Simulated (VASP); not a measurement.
Runs of VASP 6.6.1 on Hg3P2. The structure is that of space group P6/mmm (No. 191), or close to it. The cells are those of the table. 

```csv
task,cell,k mesh,cutoff (eV),smearing,gap on the mesh (eV),pressure (GPa),relaxed volume (Å³/atom)
relaxation of cell and atoms,"relaxed from a = 8.216, b = 8.216, c = 5.823 Å, angles 90.0, 90.0, 120.0°, 5 atoms",6 × 6 × 6,600,gaussian 0.1 eV,none,0.0,(a)
relaxation of cell and atoms,"relaxed from a = 8.219, b = 8.219, c = 4.888 Å, angles 90.0, 90.0, 120.0°, 5 atoms",6 × 6 × 8,600,gaussian 0.01 eV,none,0.0,70.59
single point,"a = 8.216, b = 8.216, c = 5.823 Å, angles 90.0, 90.0, 120.0°, 5 atoms",6 × 6 × 8,520,gaussian 0.01 eV,none,0.1,-
single point,"a = 8.216, b = 8.216, c = 5.823 Å, angles 90.0, 90.0, 120.0°, 5 atoms",6 × 6 × 6,520,gaussian 0.1 eV,none,0.1,-
```

Alike in all rows: level PBE; potentials or basis VASP PAW PBE potentials, release 64 (Hg, P); no spin polarisation.

Q: Estimate the missing entries.

A: (a) 68.53.

Caveats: spin-orbit coupling is left out, which moves the levels of the heavy elements; the volume moved by over 15 % at a fixed basis, so the end points are rough (some runs).

A k mesh can miss the band edges, and the runs leave out spin-orbit coupling on Hg.

A gap of «none» marks levels without a gap at the run's occupations.
